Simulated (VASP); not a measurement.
# NiGe3 (P4/mmm) in VASP: single point with PBE

Aim: the single point of NiGe3 with PBE.

All numbers are computed with VASP 6.6.1; they aren't measurements. Logs are shortened: lines on timing, memory, paths and dates and some standing lists are left out, and cuts for length are marked.

### Step 1. The cell of the first run

The structure is tetragonal, space group P4/mmm (No. 123). The conventional cell has a = 2.836 Å, b = 2.836 Å, c = 8.542 Å, α = 90.00°, β = 90.00°, γ = 90.00°. Ni (site symmetry 4/mmm) has 8 Ge at 2.54 Å and 4 Ni at 2.84 Å within 3.4 Å. Ge (site symmetry 4mm) has 4 Ni at 2.54 Å and 6 Ge at 2.71 to 3.12 Å within 3.4 Å. Within 3.6 Å of Ge (site symmetry 4/mmm) lie 6 Ge at 2.71 to 2.84 Å.

### Step 2. Single point, PBE

File INCAR:

```
ALGO     = Normal         # electronic algorithm
EDIFF    = 1E-6           # SCF threshold, eV
ENCUT    = 520            # plane-wave cutoff, eV
GGA      = PE             # functional
ISIF     = 2              # what is computed and relaxed
ISMEAR   = 0              # smearing method
LASPH    = T              # aspherical terms in the spheres
LCHARG   = F              # write CHGCAR
LREAL    = F              # projectors in reciprocal space
LWAVE    = F              # write WAVECAR
NBANDS   = 34             # bands
NELM     = 100            # most SCF steps
PREC     = Accurate       # precision mode
SIGMA    = 0.1            # smearing width, eV
```

File KPOINTS:

```
k-points
0
Gamma
  12 12 4
```

File POSCAR:

```
NiGe3
1.0
    2.8356350600      0.0000000000      0.0000000000
    0.0000000000      2.8356350600      0.0000000000
    0.0000000000      0.0000000000      8.5423474172
Ni Ge
1 3
Direct
    0.0000000000      0.0000000000      0.5000000000
    0.5000000000      0.5000000000      0.3175912739
    0.5000000000      0.5000000000      0.6824087261
    0.5000000000      0.5000000000      0.0000000000
```

Potentials or basis: VASP PAW PBE potentials, release 64 (Ni, Ge_d).

Started as:

```
cat potpaw_PBE.64/Ni/POTCAR potpaw_PBE.64/Ge_d/POTCAR > POTCAR
mpirun -np 1 vasp_std > vasp.out
```

OUTCAR:

```text
EDIFF = 1E-6
   ENCUT = 520
   GGA = PE
   ISIF = 2
   ISMEAR = 0
   LASPH = T
   LREAL = F
   NELM = 100
   PREC = Accurate

 ion  position               nearest neighbor table
   1  0.000  0.000  0.500-   2 2.54   3 2.54   2 2.54   3 2.54   2 2.54   3 2.54   2 2.54   3 2.54

   2  0.500  0.500  0.318-   1 2.54   1 2.54   1 2.54   1 2.54   4 2.71
   3  0.500  0.500  0.682-   1 2.54   1 2.54   1 2.54   1 2.54   4 2.71
   4  0.500  0.500  0.000-   2 2.71   3 2.71

  LATTYP: Found a simple tetragonal cell.
 ALAT       =     2.8356350600
 C/A-ratio  =     3.0124988711

  Lattice vectors:

 A1 = (   2.8356350600,   0.0000000000,   0.0000000000)
 A2 = (   0.0000000000,   2.8356350600,   0.0000000000)
 A3 = (   0.0000000000,   0.0000000000,   8.5423474172)

Analysis of symmetry for initial positions (statically):
=====================================================================
 Subroutine PRICEL returns:
 Original cell was already a primitive cell.

 Routine SETGRP: Setting up the symmetry group for a
 simple tetragonal supercell.

 Subroutine GETGRP returns: Found 16 space group operations
 (whereof 16 operations were pure point group operations)
 out of a pool of 16 trial point group operations.

The static configuration has the point symmetry D_4h.

Analysis of symmetry for dynamics (positions and initial velocities):
=====================================================================
 Subroutine PRICEL returns:
 Original cell was already a primitive cell.

 Routine SETGRP: Setting up the symmetry group for a
 simple tetragonal supercell.

 Subroutine GETGRP returns: Found 16 space group operations
 (whereof 16 operations were pure point group operations)
 out of a pool of 16 trial point group operations.

The dynamic configuration has the point symmetry D_4h.

 Subroutine INISYM returns: Found 16 space group operations
 (whereof 16 operations are pure point group operations),
 and found     1 'primitive' translations

----------------------------------------------------------------------------------------

                                     Primitive cell

  volume of cell :      68.6875

  direct lattice vectors                    reciprocal lattice vectors
     2.835635060  0.000000000  0.000000000     0.352654689  0.000000000  0.000000000
     0.000000000  2.835635060  0.000000000     0.000000000  0.352654689  0.000000000
     0.000000000  0.000000000  8.542347417     0.000000000  0.000000000  0.117063841

  length of vectors
     2.835635060  2.835635060  8.542347417     0.352654689  0.352654689  0.117063841

  position of ions in fractional coordinates (direct lattice)
     0.000000000  0.000000000  0.500000000
     0.500000000  0.500000000  0.317591274
     0.500000000  0.500000000  0.682408726
     0.500000000  0.500000000  0.000000000

  ion indices of the primitive-cell ions
   primitive index   ion index
                 1           1
                 2           2
                 3           3
                 4           4

----------------------------------------------------------------------------------------

 KPOINTS: k-points

Automatic generation of k-mesh.
 Grid dimensions read from file:
 generate k-points for:   12   12    4

 Generating k-lattice:

  Cartesian coordinates                     Fractional coordinates (reciprocal lattice)
     0.029387891  0.000000000  0.000000000     0.083333333  0.000000000  0.000000000
     0.000000000  0.029387891  0.000000000     0.000000000  0.083333333  0.000000000
     0.000000000  0.000000000  0.029265960     0.000000000  0.000000000  0.250000000

  Length of vectors
     0.029387891  0.029387891  0.029265960

  Shift w.r.t. Gamma in fractional coordinates (k-lattice)
     0.000000000  0.000000000  0.000000000

 Subroutine IBZKPT returns following result:
 ===========================================

 Found     84 irreducible k-points:

 Following reciprocal coordinates:
            Coordinates               Weight
  0.000000  0.000000  0.000000      1.000000
  0.083333  0.000000  0.000000      4.000000
  0.166667  0.000000  0.000000      4.000000
  0.250000  0.000000  0.000000      4.000000
  0.333333  0.000000  0.000000      4.000000
  0.416667  0.000000  0.000000      4.000000
[... 16 lines left out ...]
  0.333333  0.333333  0.000000      4.000000
  0.416667  0.333333  0.000000      8.000000
 [... further k-points ...]
   k-points           NKPTS =     84   k-points in BZ     NKDIM =     84   number of bands    NBANDS=     34
   number of dos      NEDOS =    301   number of ions     NIONS =      4
   total plane-waves  NPLWV =  36864
   dimension x,y,z NGX =    24 NGY =   24 NGZ =   64
   dimension x,y,z NGXF=    48 NGYF=   48 NGZF=  128
   ions per type =               1   3
   NGX,Y,Z   is equivalent  to a cutoff of  14.07, 14.07, 12.46 a.u.
   NGXF,Y,Z  is equivalent  to a cutoff of  28.14, 28.14, 24.91 a.u.
 SYSTEM =  unknown system
   PREC   = accura    normal or accurate (medium, high low for compatibility)
   ISTART =      0    job   : 0-new  1-cont  2-samecut
   ICHARG =      2    charge: 1-file 2-atom 10-const
   ISPIN  =      1    spin polarized calculation?
   LNONCOLLINEAR =      F non collinear calculations
   LSORBIT =      F    spin-orbit coupling
   LASPH  =      T    aspherical Exc in radial PAW
   ENCUT  =  520.0 eV  38.22 Ry    6.18 a.u.   5.27  5.27 15.88*2*pi/ulx,y,z
   NELM   =    100;   NELMIN=  2; NELMDL= -5     # of ELM steps
   EDIFF  = 0.1E-05   stopping-criterion for ELM
   LREAL  =      F    real-space projection
   EDIFFG = 0.1E-04   stopping-criterion for IOM
   NSW    =      0    number of steps for IOM
   IBRION =     -1    ionic relax: 0-MD 1-quasi-New 2-CG
   NFREE  =      0    steps in history (QN), initial steepest desc. (CG)
   ISIF   =      2    stress and relaxation
   ISYM   =      2    0-nonsym 1-usesym 2-fastsym
   POTIM  = 0.5000    time-step for ionic-motion
   TEBEG  =    0.0;   TEEND  =   0.0 temperature during run
   PSTRESS=    0.0 pullay stress
   NELECT =      52.0000    total number of electrons
   NUPDOWN=      -1.0000    fix difference up-down
   EMIN   =  10.00;   EMAX   =-10.00  energy-range for DOS
   EFERMI =   0.00;   METHOD = LEGACY
   ISMEAR =     0;   SIGMA  =   0.10  broadening in eV -4-tet -1-fermi 0-gaus
   EFERMI_NEDOS =   21; number of points for ismear=-14 and -15
   IALGO  =     38    algorithm
   IMIX   =      4    mixing-type and parameters
     AMIX     =   0.40;   BMIX     =  1.00
     AMIX_MAG =   1.60;   BMIX_MAG =  1.00
  volume/ion in A,a.u.               =      17.17       115.88
  Fermi-wavevector in a.u.,A,eV,Ry     =   1.492050  2.819565 30.289460  2.226213
  Thomas-Fermi vector in A             =   2.604627
   LORBIT       =      0    0 simple, 1 ext, 2 COOP (PROOUT), +10 PAW based schemes
   GGA     = PE    functional components
   LHFCALC =     F    Hartree Fock is set to
   AEXX    =    0.0000 exact exchange contribution
   IVDW    =     0    specifies the selected vdW correction
   LEPSILON=     F    determine dielectric tensor
   LRPA    =     F    only Hartree local field effects (RPA)
 non-spin polarized calculation
 Gauss-broadening in eV      SIGMA  =   0.10
  energy-cutoff  :      520.00
  volume of cell :       68.69
 maximum number of plane-waves:      1879
 NGX is ok and might be reduce to    24
   NGX = 11   NGY = 11   NGZ = 31

 number of electron      51.9999959 magnetization

 Free energy of the ion-electron system (eV)
  ---------------------------------------------------
  ext. energy  EPLUGINS =         0.00000000
  ---------------------------------------------------
  free energy    TOTEN  =       -19.00278240 eV

  energy without entropy =      -18.99449579  energy(sigma->0) =      -18.99863909

 E-fermi :   6.8199     XC(G=0): -11.3795

 val. band max:        6.8059748701   @ k =   0.4167   0.1667   0.0000
 cond. band min:       6.8256635397   @ k =   0.5000   0.3333   0.0000
 fundamental gap:      0.0196886696
 Fermi energy:         6.8198973765

 k-point     1 :       0.0000    0.0000    0.0000
  band No.  band energies     occupation
      1     -17.8894      2.00000
      2     -17.8863      2.00000
      3     -17.8301      2.00000
      4     -17.7695      2.00000
      5     -17.7298      2.00000
      6     -17.7298      2.00000
[... 26 lines left out ...]
     33      16.0190      0.00000
     34      16.2117      0.00000

 k-point     2 :       0.0833    0.0000    0.0000
  band No.  band energies     occupation
      1     -17.8826      2.00000
      2     -17.8795      2.00000
      3     -17.8270      2.00000
      4     -17.7662      2.00000
      5     -17.7340      2.00000
      6     -17.7312      2.00000
[... 26 lines left out ...]
     33      16.1339      0.00000
     34      16.7550      0.00000

 k-point     3 :       0.1667    0.0000    0.0000
  band No.  band energies     occupation
      1     -17.8671      2.00000
      2     -17.8628      2.00000
      3     -17.8160      2.00000
      4     -17.7556      2.00000
      5     -17.7453      2.00000
      6     -17.7393      2.00000
[... 26 lines left out ...]
     33      16.3689      0.00000
     34      16.8662      0.00000

 k-point     4 :       0.2500    0.0000    0.0000
  band No.  band energies     occupation
      1     -17.8535      2.00000
      2     -17.8445      2.00000
      3     -17.7941      2.00000
      4     -17.7606      2.00000
      5     -17.7518      2.00000
      6     -17.7503      2.00000
[... 26 lines left out ...]
     33      14.9483      0.00000
     34      15.6203      0.00000

 k-point     5 :       0.3333    0.0000    0.0000
  band No.  band energies     occupation
      1     -17.8456      2.00000
      2     -17.8312      2.00000
      3     -17.7765      2.00000
      4     -17.7668      2.00000
      5     -17.7649      2.00000
      6     -17.7615      2.00000
[... 621 lines left out ...]
 k-point    22 :       0.5000    0.2500    0.0000
  band No.  band energies     occupation
      1     -17.8054      2.00000
      2     -17.8030      2.00000
      3     -17.7854      2.00000
      4     -17.7837      2.00000
      5     -17.7758      2.00000
      6     -17.7536      2.00000
[... 26 lines left out ...]
     33      12.6419      0.00000
     34      13.2505      0.00000

 k-point    23 :       0.3333    0.3333    0.0000
  band No.  band energies     occupation
      1     -17.8067      2.00000
      2     -17.8040      2.00000
      3     -17.7723      2.00000
      4     -17.7701      2.00000
      5     -17.7681      2.00000
      6     -17.7613      2.00000
[... 26 lines left out ...]
     33      14.3321      0.00000
     34      14.5556      0.00000

 k-point    24 :       0.4167    0.3333    0.0000
  band No.  band energies     occupation
      1     -17.8176      2.00000
      2     -17.8142      2.00000
      3     -17.7793      2.00000
      4     -17.7710      2.00000
      5     -17.7685      2.00000
      6     -17.7660      2.00000
[... 26 lines left out ...]
     33      12.9916      0.00000
     34      13.2658      0.00000

 [... further k-points ...]
[... 5 lines left out ...]
  --------------------------------------------------------------------------------------
  -------------------------------------------------------------------------------------
  Total        0.0026313      0.0026313     -0.0053468      0.0000000      0.0000000     -0.0000000
  in kB        0.0613756      0.0613756     -0.1247178      0.0000000      0.0000000     -0.0000000
  external PRESSURE =      -0.0006555 kB  Pullay stress =       0.0000000 kB

 VOLUME and BASIS-vectors are now :
 -----------------------------------------------------------------------------
  energy-cutoff  :      520.00
  volume of cell :       68.69
      direct lattice vectors                 reciprocal lattice vectors
     2.835635060  0.000000000  0.000000000     0.352654689  0.000000000  0.000000000
     0.000000000  2.835635060  0.000000000     0.000000000  0.352654689  0.000000000
     0.000000000  0.000000000  8.542347417     0.000000000  0.000000000  0.117063841

 POSITION                                       TOTAL-FORCE (eV/Angst)
 -----------------------------------------------------------------------------------
      0.00000      0.00000      4.27117        -0.000000      0.000000      0.000000
      1.41782      1.41782      2.71297         0.000000     -0.000000     -0.012705
      1.41782      1.41782      5.82937        -0.000000     -0.000000      0.012705
      1.41782      1.41782      0.00000        -0.000000      0.000000      0.000000
 -----------------------------------------------------------------------------------
    total drift:                                0.000000     -0.000000     -0.000000

  FREE ENERGIE OF THE ION-ELECTRON SYSTEM (eV)
  ---------------------------------------------------
  free  energy   TOTEN  =       -19.0027823987 eV

  energy  without entropy=      -18.9944957865  energy(sigma->0) =      -18.99863909
```

It took 93 s on 1 thread of AMD EPYC 9R45 (Zen 5), shared host; peak memory 0.26 GiB.

Results:

| Property | Result |
| --- | --- |
| Free energy | -19.0028 eV |
| Pressure | 0.0 GPa |
| Largest force | 0.013 eV/Å |
| Band gap on the k mesh | zero (band 26 reaches 11.66 eV, above the bottom of band 27 at 5.97 eV) |

Forces in eV/Å, atoms in the order of the input:
```
Ni   0.000  0.000  0.000
Ge   0.000  0.000 -0.013
Ge   0.000  0.000  0.013
Ge   0.000  0.000  0.000
```

Levels at points of the mesh, in eV from the Fermi level:
| k point | band 22 | band 23 | band 24 | band 25 | band 26 | band 27 | band 28 | band 29 | band 30 | band 31 |
| --- | --- | --- | --- | --- | --- | --- | --- | --- | --- | --- |
| (0.00, 0.00, 0.00) | -1.91 | -1.91 | -1.34 | -1.19 | 4.84 | 4.84 | 5.09 | 7.08 | 7.08 | 7.10 |
| (0.50, 0.00, 0.00) | -2.69 | -2.42 | -2.03 | -1.65 | -0.64 | -0.54 | 1.15 | 4.29 | 4.60 | 8.06 |
| (0.50, 0.50, 0.00) | -3.27 | -1.98 | -0.94 | -0.94 | -0.85 | -0.40 | 0.79 | 0.79 | 2.00 | 2.61 |
| (0.00, 0.00, 0.50) | -1.91 | -1.91 | -1.34 | 0.44 | 2.21 | 5.04 | 5.04 | 6.05 | 6.05 | 8.15 |
| (0.50, 0.00, 0.50) | -2.89 | -2.53 | -2.03 | -1.65 | -1.36 | -0.74 | 2.57 | 4.32 | 4.51 | 8.12 |
| (0.50, 0.50, 0.50) | -2.22 | -2.16 | -1.98 | -1.37 | -1.37 | -0.84 | 1.46 | 1.46 | 1.93 | 2.78 |

Spin polarisation is off, so any magnetic state and its effect on volume and gap are missing.
